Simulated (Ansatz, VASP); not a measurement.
ZnSe: VASP beside Ansatz

INCAR

```
PREC     = Accurate       # precision mode
ENCUT    = 520            # plane-wave cutoff, eV
EDIFF    = 1E-6           # SCF threshold, eV
ISMEAR   = 0              # smearing method
SIGMA    = 0.01           # smearing width, eV
LREAL    = F              # projectors in reciprocal space
LASPH    = T              # aspherical terms in the spheres
NELM     = 60             # most SCF steps
ALGO     = Normal         # electronic algorithm
ISIF     = 2              # what is computed and relaxed
LWAVE    = F              # write WAVECAR
LCHARG   = F              # write CHGCAR
GGA      = PE             # functional
NBANDS   = 16             # bands
```

KPOINTS

```
regular mesh
0
Gamma
  2 2 2
```

File POSCAR:

```
ZnSe
1.0
    0.0000000000      2.8324246788      2.8324246788
    2.8324246788      0.0000000000      2.8324246788
    2.8324246788      2.8324246788      0.0000000000
Zn Se
1 1
Direct
    0.0000000000      0.0000000000      0.0000000000
    0.2500000000      0.2500000000      0.2500000000
```

Input for Ansatz:

```yaml
crystal:
  lattice:
    - [0.0, 2.8324246788, 2.8324246788]
    - [2.8324246788, 0.0, 2.8324246788]
    - [2.8324246788, 2.8324246788, 0.0]
  atoms:
    - { symbol: Zn, position: [0.0, 0.0, 0.0] }
    - { symbol: Se, position: [0.25, 0.25, 0.25] }
kpoints:
  mp_grid: { grid: [2, 2, 2] }
hamiltonian:
  xc: pbe
scf:
  occupations: { method: fixed }
  n_extra_bands: 4
output:
  forces: true
  stress: true
  eigenvalues: true
```

Alike in both runs: task single point; functional PBE; k mesh 2 × 2 × 2; no spin polarisation.

|  | VASP | Ansatz |
| --- | --- | --- |
| version | VASP 6.6.1 | Ansatz 0.2.0 |
| potentials or method | VASP PAW PBE potentials, release 64 (Zn, Se) | plane waves |
| plane-wave cutoff (eV) | 520 | 420 |
| occupations | gaussian, width 0.01 eV | fixed |
| valence electrons in the cell | 18 | 28 |

VASP gave:

```
gap on the k mesh at the Fermi level (eV) : 1.17
pressure (GPa)                            : 8.3
```

Task: What did Ansatz give for the same quantities?

Result: gap on the k mesh at the Fermi level (eV): 1.17; pressure (GPa): 8.0.

VASP's potentials hold 18 valence electrons a cell and Ansatz's 28, so a difference there can come from the potentials and not from the codes.

The k mesh is coarse, so the values compare programs but aren't converged.
